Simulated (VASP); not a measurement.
# Cs2SnI6 (Fm-3m) in VASP: notebook

Aim: see how the results for Cs2SnI6 move with the level of theory and the settings. Levels: LDA, PBEsol. Tasks: single point.

All numbers are computed with VASP 6.6.1; they aren't measurements. Logs are shortened: lines on timing, memory, paths and dates and some standing lists are left out, and cuts for length are marked.

### Step 1. The cell of the first run

Symmetry: Fm-3m, No. 225, cubic system. The conventional cell has a = 11.286 Å, b = 11.286 Å, c = 11.286 Å, α = 90.00°, β = 90.00°, γ = 90.00°. Within 5.2 Å of Cs (site symmetry -43m) lie 12 I at 3.99 Å and 4 Sn at 4.89 Å. Sn (site symmetry m-3m) has 6 I at 2.85 Å within 3.8 Å. Within 3.8 Å of I (site symmetry 4mm) lie 1 Sn at 2.85 Å.

### Step 2. Single point, LDA

The input, INCAR:

```
SYSTEM = Cs2SnI6
ALGO     = Normal         ! electronic algorithm
EDIFF    = 1E-6           ! SCF threshold, eV
ENCUT    = 500            ! plane-wave cutoff, eV
GGA_COMPAT= .FALSE.      
ISIF     = 2              ! what is computed and relaxed
ISMEAR   = -1             ! smearing method
LASPH    = .TRUE.         ! aspherical terms in the spheres
LCHARG   = .FALSE.        ! write CHGCAR
LREAL    = .FALSE.        ! projectors in reciprocal space
LWAVE    = .FALSE.        ! write WAVECAR
NBANDS   = 47             ! bands
NELM     = 120            ! most SCF steps
PREC     = Accurate       ! precision mode
SIGMA    = 0.02           ! smearing width, eV
```

The input, KPOINTS:

```
k-points
0
G
  4 4 4
  0 0 0
```

The input, POSCAR:

```
Cs2SnI6
1.0
    0.0000000000      5.6428977075      5.6428977075
    5.6428977075      0.0000000000      5.6428977075
    5.6428977075      5.6428977075      0.0000000000
Cs Sn I
2 1 6
Direct
    0.2500000000      0.2500000000      0.2500000000
    0.7500000000      0.7500000000      0.7500000000
    0.0000000000      0.0000000000      0.0000000000
    0.2522939266      0.7477060734      0.7477060734
    0.2522939266      0.7477060734      0.2522939266
    0.7477060734      0.2522939266      0.7477060734
    0.7477060734      0.2522939266      0.2522939266
    0.7477060734      0.7477060734      0.2522939266
    0.2522939266      0.2522939266      0.7477060734
```

Potentials or basis: VASP PAW LDA potentials, release 64 (Cs_sv, Sn_d, I).

Run with:

```
$ cat potpaw_LDA.64/Cs_sv/POTCAR potpaw_LDA.64/Sn_d/POTCAR potpaw_LDA.64/I/POTCAR > POTCAR
$ mpirun -np 1 vasp_std > vasp.out
```

OUTCAR:

```text
SYSTEM = Cs2SnI6
   EDIFF = 1E-6
   ENCUT = 500
   ISIF = 2
   ISMEAR = -1
   LASPH = .TRUE.
   LREAL = .FALSE.
   NELM = 120
   PREC = Accurate

 ion  position               nearest neighbor table
   1  0.250  0.250  0.250-
   2  0.750  0.750  0.750-
   3  0.000  0.000  0.000-   4 2.85   5 2.85   6 2.85   7 2.85   8 2.85   9 2.85
   4  0.252  0.748  0.748-   3 2.85
   5  0.252  0.748  0.252-   3 2.85
   6  0.748  0.252  0.748-   3 2.85
   7  0.748  0.252  0.252-   3 2.85
   8  0.748  0.748  0.252-   3 2.85
   9  0.252  0.252  0.748-   3 2.85

  LATTYP: Found a face centered cubic cell.
 ALAT       =    11.2857954150

  Lattice vectors:

 A1 = (   0.0000000000,   5.6428977075,   5.6428977075)
 A2 = (   5.6428977075,   0.0000000000,   5.6428977075)
 A3 = (   5.6428977075,   5.6428977075,   0.0000000000)

Analysis of symmetry for initial positions (statically):
=====================================================================
 Subroutine PRICEL returns:
 Original cell was already a primitive cell.

 Routine SETGRP: Setting up the symmetry group for a
 face centered cubic supercell.

 Subroutine GETGRP returns: Found 48 space group operations
 (whereof 48 operations were pure point group operations)
 out of a pool of 48 trial point group operations.

The static configuration has the point symmetry O_h .

Analysis of symmetry for dynamics (positions and initial velocities):
=====================================================================
 Subroutine PRICEL returns:
 Original cell was already a primitive cell.

 Routine SETGRP: Setting up the symmetry group for a
 face centered cubic supercell.

 Subroutine GETGRP returns: Found 48 space group operations
 (whereof 48 operations were pure point group operations)
 out of a pool of 48 trial point group operations.

The dynamic configuration has the point symmetry O_h .

 Subroutine INISYM returns: Found 48 space group operations
 (whereof 48 operations are pure point group operations),
 and found     1 'primitive' translations

----------------------------------------------------------------------------------------

                                     Primitive cell

  volume of cell :     359.3656

  direct lattice vectors                    reciprocal lattice vectors
     0.000000000  5.642897708  5.642897708    -0.088606958  0.088606958  0.088606958
     5.642897708  0.000000000  5.642897708     0.088606958 -0.088606958  0.088606958
     5.642897708  5.642897708  0.000000000     0.088606958  0.088606958 -0.088606958

  length of vectors
     7.980262469  7.980262469  7.980262469     0.153471753  0.153471753  0.153471753

  position of ions in fractional coordinates (direct lattice)
     0.250000000  0.250000000  0.250000000
     0.750000000  0.750000000  0.750000000
     0.000000000  0.000000000  0.000000000
     0.252293927  0.747706073  0.747706073
     0.252293927  0.747706073  0.252293927
     0.747706073  0.252293927  0.747706073
     0.747706073  0.252293927  0.252293927
     0.747706073  0.747706073  0.252293927
     0.252293927  0.252293927  0.747706073

  ion indices of the primitive-cell ions
   primitive index   ion index
                 1           1
                 2           2
                 3           3
                 4           4
                 5           5
                 6           6
                 7           7
                 8           8
                 9           9

----------------------------------------------------------------------------------------

 KPOINTS: k-points

Automatic generation of k-mesh.
 Grid dimensions read from file:
 generate k-points for:    4    4    4

 Generating k-lattice:

  Cartesian coordinates                     Fractional coordinates (reciprocal lattice)
    -0.022151739  0.022151739  0.022151739     0.250000000  0.000000000  0.000000000
     0.022151739 -0.022151739  0.022151739     0.000000000  0.250000000  0.000000000
     0.022151739  0.022151739 -0.022151739     0.000000000  0.000000000  0.250000000

  Length of vectors
     0.038367938  0.038367938  0.038367938

  Shift w.r.t. Gamma in fractional coordinates (k-lattice)
     0.000000000  0.000000000  0.000000000

 Subroutine IBZKPT returns following result:
 ===========================================

 Found      8 irreducible k-points:

 Following reciprocal coordinates:
            Coordinates               Weight
  0.000000  0.000000  0.000000      1.000000
  0.250000  0.000000  0.000000      8.000000
  0.500000  0.000000  0.000000      4.000000
  0.250000  0.250000  0.000000      6.000000
  0.500000  0.250000  0.000000     24.000000
 -0.250000  0.250000  0.000000     12.000000
  0.500000  0.500000  0.000000      3.000000
 -0.250000  0.500000  0.250000      6.000000
   k-points           NKPTS =      8   k-points in BZ     NKDIM =      8   number of bands    NBANDS=     47
   number of dos      NEDOS =    301   number of ions     NIONS =      9
   total plane-waves  NPLWV = 216000
   dimension x,y,z NGX =    60 NGY =   60 NGZ =   60
   dimension x,y,z NGXF=   120 NGYF=  120 NGZF=  120
   ions per type =               2   1   6
   NGX,Y,Z   is equivalent  to a cutoff of  12.50, 12.50, 12.50 a.u.
   NGXF,Y,Z  is equivalent  to a cutoff of  25.00, 25.00, 25.00 a.u.
 SYSTEM =  Cs2SnI6
   PREC   = accura    normal or accurate (medium, high low for compatibility)
   ISTART =      0    job   : 0-new  1-cont  2-samecut
   ICHARG =      2    charge: 1-file 2-atom 10-const
   ISPIN  =      1    spin polarized calculation?
   LNONCOLLINEAR =      F non collinear calculations
   LSORBIT =      F    spin-orbit coupling
   LASPH  =      T    aspherical Exc in radial PAW
   ENCUT  =  500.0 eV  36.75 Ry    6.06 a.u.  14.55 14.55 14.55*2*pi/ulx,y,z
   NELM   =    120;   NELMIN=  2; NELMDL= -5     # of ELM steps
   EDIFF  = 0.1E-05   stopping-criterion for ELM
   LREAL  =      F    real-space projection
   EDIFFG = 0.1E-04   stopping-criterion for IOM
   NSW    =      0    number of steps for IOM
   IBRION =     -1    ionic relax: 0-MD 1-quasi-New 2-CG
   NFREE  =      0    steps in history (QN), initial steepest desc. (CG)
   ISIF   =      2    stress and relaxation
   ISYM   =      2    0-nonsym 1-usesym 2-fastsym
   POTIM  = 0.5000    time-step for ionic-motion
   TEBEG  =    0.0;   TEEND  =   0.0 temperature during run
   PSTRESS=    0.0 pullay stress
   NELECT =      74.0000    total number of electrons
   NUPDOWN=      -1.0000    fix difference up-down
   EMIN   =  10.00;   EMAX   =-10.00  energy-range for DOS
   EFERMI =   0.00;   METHOD = LEGACY
   ISMEAR =    -1;   SIGMA  =   0.02  broadening in eV -4-tet -1-fermi 0-gaus
   EFERMI_NEDOS =   21; number of points for ismear=-14 and -15
   IALGO  =     38    algorithm
   IMIX   =      4    mixing-type and parameters
     AMIX     =   0.40;   BMIX     =  1.00
     AMIX_MAG =   1.60;   BMIX_MAG =  1.00
  volume/ion in A,a.u.               =      39.93       269.46
  Fermi-wavevector in a.u.,A,eV,Ry     =   0.966733  1.826861 12.715634  0.934573
  Thomas-Fermi vector in A             =   2.096559
   LORBIT       =      0    0 simple, 1 ext, 2 COOP (PROOUT), +10 PAW based schemes
   GGA     = CA    functional components
   LHFCALC =     F    Hartree Fock is set to
   AEXX    =    0.0000 exact exchange contribution
   IVDW    =     0    specifies the selected vdW correction
   LEPSILON=     F    determine dielectric tensor
   LRPA    =     F    only Hartree local field effects (RPA)
 non-spin polarized calculation
  energy-cutoff  :      500.00
  volume of cell :      359.37
 maximum number of plane-waves:      9185
 NGX is ok and might be reduce to    60
   NGX = 29   NGY = 29   NGZ = 29

 number of electron      74.0000005 magnetization

 Free energy of the ion-electron system (eV)
  ---------------------------------------------------
  ext. energy  EPLUGINS =         0.00000000
  ---------------------------------------------------
  free energy    TOTEN  =       -26.89521821 eV

  energy without entropy =      -26.89321247  energy(sigma->0) =      -26.89421534

 E-fermi :   2.6349     XC(G=0):  -8.6914

 val. band max:        2.6039749772   @ k =   0.0000   0.0000   0.0000
 cond. band min:       2.9851718517   @ k =   0.2500   0.0000   0.0000
 fundamental gap:      0.3811968745
 Fermi energy:         2.6348745697

 k-point     1 :       0.0000    0.0000    0.0000
  band No.  band energies     occupation
      1     -18.8401      2.00000
      2     -18.8401      2.00000
      3     -18.7767      2.00000
      4     -18.7767      2.00000
      5     -18.7767      2.00000
      6     -17.7719      2.00000
[... 39 lines left out ...]
     46       7.2818      0.00000
     47       7.2818      0.00000

 k-point     2 :       0.2500    0.0000    0.0000
  band No.  band energies     occupation
      1     -18.8401      2.00000
      2     -18.8401      2.00000
      3     -18.7767      2.00000
      4     -18.7766      2.00000
      5     -18.7766      2.00000
      6     -17.7707      2.00000
[... 39 lines left out ...]
     46       7.7371      0.00000
     47       7.8924      0.00000

 k-point     3 :       0.5000    0.0000    0.0000
  band No.  band energies     occupation
      1     -18.8401      2.00000
      2     -18.8401      2.00000
      3     -18.7767      2.00000
      4     -18.7766      2.00000
      5     -18.7766      2.00000
      6     -17.7678      2.00000
[... 39 lines left out ...]
     46       7.8377      0.00000
     47       7.8377      0.00000

 k-point     4 :       0.2500    0.2500    0.0000
  band No.  band energies     occupation
      1     -18.8401      2.00000
      2     -18.8401      2.00000
      3     -18.7767      2.00000
      4     -18.7766      2.00000
      5     -18.7766      2.00000
      6     -17.7704      2.00000
[... 39 lines left out ...]
     46       7.6708      0.00000
     47       8.1228      0.00000

 k-point     5 :       0.5000    0.2500    0.0000
  band No.  band energies     occupation
      1     -18.8401      2.00000
      2     -18.8401      2.00000
      3     -18.7767      2.00000
      4     -18.7766      2.00000
      5     -18.7766      2.00000
      6     -17.7686      2.00000
[... 39 lines left out ...]
     46       8.3314      0.00000
     47       8.4981      0.00000

 k-point     6 :      -0.2500    0.2500    0.0000
  band No.  band energies     occupation
      1     -18.8401      2.00000
      2     -18.8401      2.00000
      3     -18.7767      2.00000
      4     -18.7766      2.00000
      5     -18.7766      2.00000
      6     -17.7691      2.00000
[... 39 lines left out ...]
     46       8.2287      0.00000
     47       8.2445      0.00000

 k-point     7 :       0.5000    0.5000    0.0000
  band No.  band energies     occupation
      1     -18.8401      2.00000
      2     -18.8401      2.00000
      3     -18.7767      2.00000
      4     -18.7766      2.00000
      5     -18.7766      2.00000
      6     -17.7689      2.00000
[... 39 lines left out ...]
     46       8.5811      0.00000
     47       8.6139      0.00000

 k-point     8 :      -0.2500    0.5000    0.2500
  band No.  band energies     occupation
      1     -18.8401      2.00000
      2     -18.8401      2.00000
      3     -18.7767      2.00000
      4     -18.7767      2.00000
      5     -18.7766      2.00000
      6     -17.7677      2.00000
[... 39 lines left out ...]
     46       8.5865      0.00000
     47       8.7622      0.00000

------------------------ aborting loop because EDIFF is reached ----------------------------------------

  FORCE on cell =-STRESS in cart. coord.  units (eV):
  Direction    XX          YY          ZZ          XY          YZ          ZX
  --------------------------------------------------------------------------------------
  -------------------------------------------------------------------------------------
  Total        0.0822566      0.0822566      0.0822566      0.0000000      0.0000000     -0.0000000
  in kB        0.3667286      0.3667286      0.3667286      0.0000000      0.0000000     -0.0000000
  external PRESSURE =       0.3667286 kB  Pullay stress =       0.0000000 kB

 VOLUME and BASIS-vectors are now :
 -----------------------------------------------------------------------------
  energy-cutoff  :      500.00
  volume of cell :      359.37
      direct lattice vectors                 reciprocal lattice vectors
     0.000000000  5.642897708  5.642897708    -0.088606958  0.088606958  0.088606958
     5.642897708  0.000000000  5.642897708     0.088606958 -0.088606958  0.088606958
     5.642897708  5.642897708  0.000000000     0.088606958  0.088606958 -0.088606958

 POSITION                                       TOTAL-FORCE (eV/Angst)
 -----------------------------------------------------------------------------------
      2.82145      2.82145      2.82145        -0.000000      0.000000     -0.000000
      8.46435      8.46435      8.46435         0.000000      0.000000     -0.000000
      0.00000      0.00000      0.00000        -0.000000      0.000000     -0.000000
      8.43846      5.64290      5.64290        -0.009301      0.000000     -0.000000
      5.64290      2.84734      5.64290         0.000000      0.009301     -0.000000
      5.64290      8.43846      5.64290         0.000000     -0.009301     -0.000000
      2.84734      5.64290      5.64290         0.009301      0.000000     -0.000000
      5.64290      5.64290      8.43846         0.000000      0.000000     -0.009301
      5.64290      5.64290      2.84734         0.000000      0.000000      0.009301
 -----------------------------------------------------------------------------------
    total drift:                               -0.000000      0.000000      0.000000

  FREE ENERGIE OF THE ION-ELECTRON SYSTEM (eV)
  ---------------------------------------------------
  free  energy   TOTEN  =       -26.8952182101 eV

  energy  without entropy=      -26.8932124664  energy(sigma->0) =      -26.89421534
```

Run time: 1.9 min. Hardware: 1 thread of Intel Xeon Platinum 8488C (Sapphire Rapids), shared host; peak memory 0.44 GiB.

What came out:

```yaml
Free_energy: -26.8952 eV
Pressure: 0.0 GPa
Largest_force: 0.009 eV/Å
Band_gap_on_the_k_mesh: zero (filled and empty bands touch)
```

Forces on the atoms (eV/Å):
```
Cs   0.000  0.000  0.000
Cs   0.000  0.000  0.000
Sn   0.000  0.000  0.000
I   -0.009  0.000  0.000
I    0.000  0.009  0.000
I    0.000 -0.009  0.000
I    0.009  0.000  0.000
I    0.000  0.000 -0.009
I    0.000  0.000  0.009
```

Levels at points of the mesh, in eV from the Fermi level:
| k point | band 33 | band 34 | band 35 | band 36 | band 37 | band 38 | band 39 | band 40 | band 41 | band 42 |
| --- | --- | --- | --- | --- | --- | --- | --- | --- | --- | --- |
| (0.00, 0.00, 0.00) | -0.52 | -0.52 | -0.40 | -0.03 | -0.03 | -0.03 | 3.70 | 3.70 | 3.70 | 3.89 |
| (0.50, 0.00, 0.00) | -0.57 | -0.51 | -0.51 | -0.36 | -0.36 | 0.86 | 3.07 | 4.95 | 5.01 | 5.01 |
| (0.50, 0.50, 0.00) | -1.37 | -0.86 | -0.86 | -0.68 | -0.07 | 1.36 | 4.29 | 4.29 | 4.41 | 5.46 |

Caveat: spin-orbit coupling is left out, which moves the levels of the heavy elements.

(Continued in part 2 of 2.)
